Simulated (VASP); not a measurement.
Runs of VASP 6.6.1 on Sc. The structure is that of space group P6_3/mmc (No. 194), or close to it. The cells are those of the table. 

```csv
cell,further INCAR settings,gap on the mesh (eV),pressure (GPa)
"a = 3.210, b = 3.210, c = 5.110 Å, angles 90.0, 90.0, 120.0°, 2 atoms",ALGO = Fast; EDIFF = 1e-06; NBANDS = 18,none,(b)
"a = 3.210, b = 3.210, c = 5.268 Å, angles 90.0, 90.0, 120.0°, 2 atoms",ALGO = Fast; EDIFF = 1e-07; NBANDS = 18,none,3.1
"a = 3.210, b = 3.210, c = 5.189 Å, angles 90.0, 90.0, 120.0°, 2 atoms",ALGO = Fast; EDIFF = 1e-06; NBANDS = 18,none,4.0
"a = 3.259, b = 3.259, c = 5.110 Å, angles 90.0, 90.0, 120.0°, 2 atoms",ALGO = Fast; EDIFF = 1e-07; NBANDS = 18,none,2.9
"a = 3.259, b = 3.259, c = 5.268 Å, angles 90.0, 90.0, 120.0°, 2 atoms",ALGO = Fast; EDIFF = 1e-06; NBANDS = 18,none,1.1
"a = 3.309, b = 3.309, c = 5.110 Å, angles 90.0, 90.0, 120.0°, 2 atoms",ALGO = Fast; EDIFF = 1e-07; NBANDS = 18,none,1.0
"a = 3.259, b = 3.259, c = 5.189 Å, angles 90.0, 90.0, 120.0°, 2 atoms",ALGO = Fast; EDIFF = 1e-06; NBANDS = 18,none,2.0
"a = 3.210, b = 3.210, c = 5.426 Å, angles 90.0, 90.0, 120.0°, 2 atoms",ALGO = Fast; EDIFF = 1e-06; NBANDS = 18,none,1.4
"a = 3.210, b = 3.210, c = 5.347 Å, angles 90.0, 90.0, 120.0°, 2 atoms",ALGO = Fast; EDIFF = 1e-06; NBANDS = 18,none,(a)
```

Alike in all rows: task single point; level PBE; potentials or basis VASP PAW PBE potentials, release 64 (Sc_sv); no spin polarisation; k mesh 18 × 18 × 10; cutoff (eV) 520; smearing gaussian 0.15 eV.

**Question.** Fill in the values left out.

**Answer.** (a) 2.2; (b) 5.0.

A gap of «none» marks levels without a gap at the run's occupations.
